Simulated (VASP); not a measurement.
I, 3 atoms in the cell. The typed cell holds 3 atoms: a = 7.727 Å, b = 6.785 Å, c = 5.642 Å, α = 76.28°, β = 58.54°, γ = 45.18°. 

```yaml
Program: VASP 6.6.1
Task: single point
Functional: PBE
Potentials_or_basis: VASP PAW PBE potentials, release 64 (I)
Cutoff: 520 eV
k_mesh: 4 × 4 × 4
Occupations: gaussian, width 0.1 eV
Spin: no spin polarisation
Dipole_correction: no
Further_INCAR_settings: ALGO = Normal; EDIFF = 1e-06; NBANDS = 18
```

Potentials or basis: VASP PAW PBE potentials, release 64 (I).

The run is started by

```bash
$ cat potpaw_PBE.64/I/POTCAR > POTCAR
$ mpirun -np 1 vasp_std > vasp.out
```

Hardware: 1 thread of AMD EPYC 7R43 64-Core Processor (Zen 3), on a shared host.

How long does it take, and how much memory?

It took 100 s on 1 thread of AMD EPYC 7R43 64-Core Processor (Zen 3) (shared host), peak memory 0.29 GiB. Counts: scf iterations 14, k points 18.
